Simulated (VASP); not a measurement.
Set up this calculation in VASP 6.6.1, as the native input.

```yaml
Task: single point
Functional: r2SCAN
Potentials_or_basis: VASP PAW PBE potentials, release 64 (Ga_d, P, In_d)
Cutoff: 520 eV
k_mesh: 6 × 6 × 2
Occupations: gaussian, width 0.01 eV
Spin: no spin polarisation
Dipole_correction: no
Further_INCAR_settings: ALGO = Normal; EDIFF = 1e-06; NBANDS = 46
```

Crystal: InGa3P4.

```
CELL_PARAMETERS angstrom
3.92730 0.00000 0.00000
0.00000 3.92730 0.00000
0.00000 0.00000 11.17724
ATOMIC_POSITIONS crystal
Ga 0.00000 0.00000 0.76000
Ga 0.50000 0.50000 0.00000
Ga 0.00000 0.00000 0.24000
P 0.00000 0.50000 0.88008
P 0.50000 0.00000 0.11992
P 0.00000 0.50000 0.35872
P 0.50000 0.00000 0.64128
In 0.50000 0.50000 0.50000
```

One way to write it, as run:

POSCAR

```
InGa3P4
1.0
    3.9272950659      0.0000000000      0.0000000000
    0.0000000000      3.9272950659      0.0000000000
    0.0000000000      0.0000000000     11.1772444588
Ga P In
3 4 1
Direct
    0.0000000000      0.0000000000      0.7599994355
    0.5000000000      0.5000000000      0.0000000000
    0.0000000000      0.0000000000      0.2400005645
    0.0000000000      0.5000000000      0.8800760288
    0.5000000000      0.0000000000      0.1199239712
    0.0000000000      0.5000000000      0.3587159726
    0.5000000000      0.0000000000      0.6412840274
    0.5000000000      0.5000000000      0.5000000000
```

INCAR.step1

```
PREC     = Accurate       # precision mode
ENCUT    = 520            # plane-wave cutoff, eV
ISMEAR   = 0              # smearing method
SIGMA    = 0.01           # smearing width, eV
LREAL    = F              # projectors in reciprocal space
LASPH    = T              # aspherical terms in the spheres
NELM     = 60             # most SCF steps
NBANDS   = 46             # bands
GGA      = PE             # functional
ALGO     = Normal         # electronic algorithm
EDIFF    = 1E-4           # SCF threshold, eV
LWAVE    = T              # write WAVECAR
LCHARG   = F              # write CHGCAR
```

INCAR.step2

```
PREC     = Accurate       # precision mode
ENCUT    = 520            # plane-wave cutoff, eV
EDIFF    = 1E-6           # SCF threshold, eV
ISMEAR   = 0              # smearing method
SIGMA    = 0.01           # smearing width, eV
LREAL    = F              # projectors in reciprocal space
LASPH    = T              # aspherical terms in the spheres
NELM     = 60             # most SCF steps
ALGO     = Normal         # electronic algorithm
ISIF     = 2              # what is computed and relaxed
LWAVE    = F              # write WAVECAR
LCHARG   = F              # write CHGCAR
METAGGA  = R2SCAN         # meta-GGA
LMIXTAU  = T            
NBANDS   = 46             # bands
ISTART   = 1
```

KPOINTS

```
regular mesh
0
Gamma
  6 6 2
```

Potentials or basis: VASP PAW PBE potentials, release 64 (Ga_d, P, In_d).

The run is started by

```sh
$ cat potpaw_PBE.64/Ga_d/POTCAR potpaw_PBE.64/P/POTCAR potpaw_PBE.64/In_d/POTCAR > POTCAR
$ cp INCAR.step1 INCAR
$ mpirun -np 1 vasp_std > vasp.out
$ cp INCAR.step2 INCAR
$ mpirun -np 1 vasp_std > vasp.out
```

Results of the run:

```
Pressure               : -0.2 GPa
Largest force          : 0.013 eV/Å
Band gap on the k mesh : 1.73 eV (least direct gap 1.76 eV)
```

Caveat: the PAW data sets were made with another functional, which shifts forces and pressure a little; spin-orbit coupling is left out, which moves the levels of the heavy elements.

Run time: 5.3 min on 1 thread of AMD EPYC 9R45 96-Core Processor (Zen 5) (shared host), peak memory 0.34 GiB.
